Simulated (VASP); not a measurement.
# Pb (Fm-3m) in VASP: a series of runs

Pb is run at these levels: PBE+D3(BJ); tasks: single point, relaxation of cell and atoms.

All numbers are computed with VASP 6.6.1; they aren't measurements. Logs are shortened: lines on timing, memory, paths and dates and some standing lists are left out, and cuts for length are marked.

**1. The cell of the first run**

Symmetry: Fm-3m, No. 225, cubic system. Conventional cell: a = 4.960 Å, b = 4.960 Å, c = 4.960 Å, α = 90.00°, β = 90.00°, γ = 90.00°. Within 4.6 Å of Pb (site symmetry m-3m) lie 12 Pb at 3.51 Å.

**2. Single point, PBE+D3(BJ)**

INCAR

```
PREC = Accurate ; ENCUT = 520
EDIFF = 1E-6 ; ISMEAR = 0
SIGMA = 0.1 ; LREAL = False
LASPH = True ; NELM = 100
ALGO = Normal ; ISIF = 2
LWAVE = False ; LCHARG = False
GGA = PE ; IVDW = 12
NBANDS = 13
```

KPOINTS

```
regular mesh
0
Gamma
  14 14 14
```

POSCAR

```
Pb
1.0
    0.0000000000      2.4798874264      2.4798874264
    2.4798874264      0.0000000000      2.4798874264
    2.4798874264      2.4798874264      0.0000000000
Pb
1
Direct
    0.0000000000      0.0000000000      0.0000000000
```

Potentials or basis: VASP PAW PBE potentials, release 64 (Pb_d).

Launch:

```sh
$ cat potpaw_PBE.64/Pb_d/POTCAR > POTCAR
$ mpirun -np 1 vasp_std > vasp.out
```

OUTCAR:

```text
PREC = Accurate
   ENCUT = 520
   EDIFF = 1E-6
   ISMEAR = 0
   LREAL = False
   LASPH = True
   NELM = 100
   ISIF = 2
   GGA = PE
   IVDW = 12
 IVDW          = 12

 ion  position               nearest neighbor table
   1  0.000  0.000  0.000-

  LATTYP: Found a face centered cubic cell.
 ALAT       =     4.9597748528

  Lattice vectors:

 A1 = (   0.0000000000,   2.4798874264,   2.4798874264)
 A2 = (   2.4798874264,   0.0000000000,   2.4798874264)
 A3 = (   2.4798874264,   2.4798874264,   0.0000000000)

Analysis of symmetry for initial positions (statically):
[... 33 lines left out ...]
                                     Primitive cell

  volume of cell :      30.5018

  direct lattice vectors                    reciprocal lattice vectors
     0.000000000  2.479887426  2.479887426    -0.201622055  0.201622055  0.201622055
     2.479887426  0.000000000  2.479887426     0.201622055 -0.201622055  0.201622055
     2.479887426  2.479887426  0.000000000     0.201622055  0.201622055 -0.201622055

  length of vectors
     3.507090432  3.507090432  3.507090432     0.349219644  0.349219644  0.349219644

  position of ions in fractional coordinates (direct lattice)
     0.000000000  0.000000000  0.000000000

  ion indices of the primitive-cell ions
   primitive index   ion index
                 1           1

----------------------------------------------------------------------------------------

 KPOINTS: regular mesh

Automatic generation of k-mesh.
 Grid dimensions read from file:
 generate k-points for:   14   14   14

 Generating k-lattice:

  Cartesian coordinates                     Fractional coordinates (reciprocal lattice)
    -0.014401575  0.014401575  0.014401575     0.071428571  0.000000000  0.000000000
     0.014401575 -0.014401575  0.014401575     0.000000000  0.071428571  0.000000000
     0.014401575  0.014401575 -0.014401575     0.000000000  0.000000000  0.071428571

  Length of vectors
     0.024944260  0.024944260  0.024944260

  Shift w.r.t. Gamma in fractional coordinates (k-lattice)
     0.000000000  0.000000000  0.000000000

 Subroutine IBZKPT returns following result:
 ===========================================

 Found    104 irreducible k-points:

 Following reciprocal coordinates:
            Coordinates               Weight
  0.000000  0.000000  0.000000      1.000000
  0.071429  0.000000  0.000000      8.000000
  0.142857  0.000000  0.000000      8.000000
[... 44 lines left out ...]
   IBRION =     -1    ionic relax: 0-MD 1-quasi-New 2-CG
   NFREE  =      0    steps in history (QN), initial steepest desc. (CG)
   ISIF   =      2    stress and relaxation
   ISYM   =      2    0-nonsym 1-usesym 2-fastsym
   POTIM  = 0.5000    time-step for ionic-motion
   TEBEG  =    0.0;   TEEND  =   0.0 temperature during run
   PSTRESS=    0.0 pullay stress
   NELECT =      14.0000    total number of electrons
   NUPDOWN=      -1.0000    fix difference up-down
   EMIN   =  10.00;   EMAX   =-10.00  energy-range for DOS
   EFERMI =   0.00;   METHOD = LEGACY
   ISMEAR =     0;   SIGMA  =   0.10  broadening in eV -4-tet -1-fermi 0-gaus
   EFERMI_NEDOS =   21; number of points for ismear=-14 and -15
   IALGO  =     38    algorithm
   IMIX   =      4    mixing-type and parameters
     AMIX     =   0.40;   BMIX     =  1.00
     AMIX_MAG =   1.60;   BMIX_MAG =  1.00
  volume/ion in A,a.u.               =      30.50       205.84
  Fermi-wavevector in a.u.,A,eV,Ry     =   1.262822  2.386388 21.697482  1.594720
  Thomas-Fermi vector in A             =   2.396211
   LORBIT       =      0    0 simple, 1 ext, 2 COOP (PROOUT), +10 PAW based schemes
   GGA     = PE    functional components
   LHFCALC =     F    Hartree Fock is set to
   AEXX    =    0.0000 exact exchange contribution
   IVDW    =    12    specifies the selected vdW correction
   LEPSILON=     F    determine dielectric tensor
   LRPA    =     F    only Hartree local field effects (RPA)
 non-spin polarized calculation
 Gauss-broadening in eV      SIGMA  =   0.10
  energy-cutoff  :      520.00
  volume of cell :       30.50
 maximum number of plane-waves:       869
 NGX is ok and might be reduce to    28
   NGX = 13   NGY = 13   NGZ = 13

 number of electron      14.0000000 magnetization

 Free energy of the ion-electron system (eV)
  ---------------------------------------------------
  ext. energy  EPLUGINS =         0.00000000
  ---------------------------------------------------
  free energy    TOTEN  =        -3.55897614 eV

  energy without entropy =       -3.55680755  energy(sigma->0) =       -3.55789184

 E-fermi :   7.2515     XC(G=0): -10.1566

 val. band max:        7.1102931184   @ k =   0.3571   0.1429   0.0714
 cond. band min:       7.2528281886   @ k =   0.3571   0.2143   0.0000
 fundamental gap:      0.1425350702
 Fermi energy:         7.2514917813

 k-point     1 :       0.0000    0.0000    0.0000
  band No.  band energies     occupation
      1      -9.8518      2.00000
      2      -9.8518      2.00000
      3      -9.8518      2.00000
      4      -9.7143      2.00000
      5      -9.7143      2.00000
      6      -4.4983      2.00000
      7      14.5878      0.00000
      8      14.5878      0.00000
      9      14.5878      0.00000
     10      16.9756      0.00000
     11      18.4805      0.00000
     12      19.6572      0.00000
     13      19.6572      0.00000
[... 354 lines left out ...]
  band No.  band energies     occupation
      1      -9.8918      2.00000
      2      -9.7948      2.00000
      3      -9.7672      2.00000
      4      -9.7259      2.00000
      5      -9.6461      2.00000
      6      -3.0751      2.00000
      7       8.4473      0.00000
      8      11.9204      0.00000
      9      12.1596      0.00000
     10      15.6339      0.00000
     11      17.2226      0.00000
     12      20.9111      0.00000
     13      21.5855      0.00000

 [... further k-points ...]

------------------------ aborting loop because EDIFF is reached ----------------------------------------

 Edisp (eV)   -0.40721

 E8    (eV) :    -0.2064

  FORCE on cell =-STRESS in cart. coord.  units (eV):
  Direction    XX          YY          ZZ          XY          YZ          ZX
  --------------------------------------------------------------------------------------
  -------------------------------------------------------------------------------------
  Total      -0.01623    -0.01623    -0.01623    -0.00000     0.00000    -0.00000
  in kB      -0.85269    -0.85269    -0.85269    -0.00000     0.00000    -0.00000
  external pressure =       -0.85 kB  Pullay stress =        0.00 kB

 VOLUME and BASIS-vectors are now :
 -----------------------------------------------------------------------------
  energy-cutoff  :      520.00
  volume of cell :       30.50
      direct lattice vectors                 reciprocal lattice vectors
     0.000000000  2.479887426  2.479887426    -0.201622055  0.201622055  0.201622055
     2.479887426  0.000000000  2.479887426     0.201622055 -0.201622055  0.201622055
     2.479887426  2.479887426  0.000000000     0.201622055  0.201622055 -0.201622055

 POSITION                                       TOTAL-FORCE (eV/Angst)
 -----------------------------------------------------------------------------------
      0.00000      0.00000      0.00000         0.000000      0.000000      0.000000
 -----------------------------------------------------------------------------------
    total drift:                               -0.000000     -0.000000     -0.000000

  FREE ENERGIE OF THE ION-ELECTRON SYSTEM (eV)
  ---------------------------------------------------
  free  energy   TOTEN  =        -3.9661856525 eV

  energy  without entropy=       -3.9640170689  energy(sigma->0) =       -3.96510136
```

stdout:

```text
POSCAR found type information on POSCAR Pb
 POSCAR found :  1 types and       1 ions
 scaLAPACK will be used
 LDA part: xc-table for (Slater+PW92), standard interpolation
 POSCAR, INCAR and KPOINTS ok, starting setup
 FFT: planning ... GRIDC
 FFT: planning ... GRID_SOFT
 FFT: planning ... GRID
 WAVECAR not read
 entering main loop
```

Run time: 32 s. Hardware: 1 thread of Intel Xeon Platinum 8488C (Sapphire Rapids), shared host; peak memory 0.19 GiB.

What came out:

```
Free energy                : -3.9662 eV
Pressure                   : -0.1 GPa
Band gap on the k mesh     : zero (band 7 reaches 14.59 eV, above the bottom of band 8 at 5.67 eV)
Dispersion energy per atom : -0.407 eV
```

Caveat: spin-orbit coupling is left out, which moves the levels of the heavy elements; pairwise dispersion overbinds metals, which lowers pressure and volume.

**3. Relaxation of cell and atoms, PBE+D3(BJ)**

This run uses another cell than the first one, of 30.13 Å³/atom, 0.988 times its volume.

INCAR

```
SYSTEM = Pb
  PREC = Accurate
  ENCUT = 600
  EDIFF = 1E-6
  ISMEAR = 0
  SIGMA = 0.1
  LREAL = .False.
  LASPH = .True.
  NELM = 100
  ALGO = Normal
  ISIF = 3
  LWAVE = .False.
  LCHARG = .False.
  GGA = PE
  IVDW = 12
  IBRION = 2
  NSW = 100
  EDIFFG = -0.005
```

KPOINTS

```
Automatic mesh
0
Gamma
  14 14 14
  0 0 0
```

POSCAR

```
Pb
1.0
    0.0000000000      2.4698000000      2.4698000000
    2.4698000000      0.0000000000      2.4698000000
    2.4698000000      2.4698000000      0.0000000000
Pb
1
Direct
    0.0000000000      0.0000000000      0.0000000000
```

Potentials or basis: VASP PAW PBE potentials, release 64 (Pb_d).

Launch:

```sh
$ cat potpaw_PBE.64/Pb_d/POTCAR > POTCAR
$ mpirun -np 1 vasp_std > vasp.out
```

Wall time 62 s (1 thread of Intel Xeon Platinum 8488C (Sapphire Rapids), shared host); peak memory 0.2 GiB.

It converged, with:

| Quantity | Value |
| --- | --- |
| Free energy | -3.9662 eV |
| Relaxed volume | 30.48 Å³/atom |
| Relaxed cell | a = 3.506 Å, b = 3.506 Å, c = 3.506 Å, α = 60.00°, β = 60.00°, γ = 60.00° |
| Space group after relaxing (to 0.05 Å) | Fm-3m (No. 225) |
| Energy gained by relaxing | 0.6 meV/atom |
| Ionic steps | 3 |
| Pressure after relaxing | 0.0 GPa |
| Band gap on the k mesh | zero (band 7 reaches 14.60 eV, above the bottom of band 8 at 5.68 eV) |
| Dispersion energy per atom | -0.408 eV |

The path:
```csv
step,energy change (eV),largest force (eV/Å),pressure (GPa),volume (Å³)
1,0.0000,0.0000,0.53,30.13
2,-0.0005,0.0000,-0.14,30.57
3,-0.0006,0.0000,0.00,30.48
```

Final structure:
```cif
data_structure
_symmetry_space_group_name_H-M 'P 1'
_symmetry_Int_Tables_number 1
_cell_length_a 3.5062
_cell_length_b 3.5062
_cell_length_c 3.5062
_cell_angle_alpha 60.000
_cell_angle_beta 60.000
_cell_angle_gamma 60.000
_cell_volume 30.48
loop_
_atom_site_label
_atom_site_type_symbol
_atom_site_fract_x
_atom_site_fract_y
_atom_site_fract_z
_atom_site_occupancy
Pb1 Pb 0.00000 0.00000 0.00000 1
```

Levels at points of the mesh, in eV from the Fermi level:
| k point | band 5 | band 6 | band 7 | band 8 | band 9 | band 10 |
| --- | --- | --- | --- | --- | --- | --- |
| (0.00, 0.00, 0.00) | -16.97 | -11.76 | 7.34 | 7.34 | 7.34 | 9.72 |
| (0.50, 0.00, 0.00) | -16.83 | -8.16 | -4.22 | 5.52 | 5.52 | 9.20 |
| (0.50, 0.50, 0.00) | -16.80 | -6.76 | -3.29 | 2.01 | 2.01 | 5.33 |

Caveat: spin-orbit coupling is left out, which moves the levels of the heavy elements; pairwise dispersion overbinds metals, which lowers pressure and volume. Zero-point motion and thermal expansion aren't in these numbers.
